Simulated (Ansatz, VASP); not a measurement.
# One calculation of Cr, two programs

INCAR

```
SYSTEM = Cr
PREC = Accurate
ENCUT = 500
EDIFF = 1E-6
ISMEAR = -1
SIGMA = 0.1
LREAL = .FALSE.
LASPH = .TRUE.
NELM = 120
ALGO = Normal
ISIF = 2
LWAVE = .FALSE.
LCHARG = .TRUE.
GGA = PE
LELF = .TRUE.
LVHAR = .TRUE.
NBANDS = 12
GGA_COMPAT = .FALSE.
```

KPOINTS

```
Automatic mesh
0
G
  2 2 2
  0 0 0
```

Contents of POSCAR:

```
Cr
1.0
   -1.4243177237      1.4243177237      1.4243177237
    1.4243177237     -1.4243177237      1.4243177237
    1.4243177237      1.4243177237     -1.4243177237
Cr
1
Direct
    0.0000000000      0.0000000000      0.0000000000
```

Input for Ansatz:

```yaml
crystal:
  lattice:
    - [-1.4243177237, 1.4243177237, 1.4243177237]
    - [1.4243177237, -1.4243177237, 1.4243177237]
    - [1.4243177237, 1.4243177237, -1.4243177237]
  atoms:
    - { symbol: Cr, position: [0.0, 0.0, 0.0] }
hamiltonian:
  xc: pbe
  pseudopotentials:
    kind: paw
    azcp:
      Cr: "pseudopotentials/Cr.paw.azcp"
basis:
  ecutwfc: 420
  fft_grid_basis: typed
kpoints:
  mp_grid: { grid: [2, 2, 2], shift: [0, 0, 0] }
magnetization:
  spin_polarized: false
scf:
  occupations: { method: fermi_dirac, width: 0.1 }
  lower_state_search: "off"
output:
  stress: true
  write_density: true
  write_potential: true
  elf: true
  volumetric_format: npy
```

Alike in both runs: task single point; functional PBE; k mesh 2 × 2 × 2; occupations fermi-dirac, width 0.1 eV; no spin polarisation.

|  | VASP | Ansatz |
| --- | --- | --- |
| version | VASP 6.6.1 | Ansatz 0.2.0 |
| potentials or method | VASP PAW PBE potentials, release 64 (Cr_pv), cutoff 500 eV | plane waves (420 eV) with PAW, scalar-relativistic |
| valence electrons in the cell | 12 | 14 |

```csv
,VASP,Ansatz,Ansatz less VASP
pressure (GPa),9.8,10.6,+0.89
```

VASP's potentials hold 12 valence electrons a cell and Ansatz's 14, so a difference there can come from the potentials and not from the codes.

The k mesh is coarse, so the values compare programs but aren't converged.
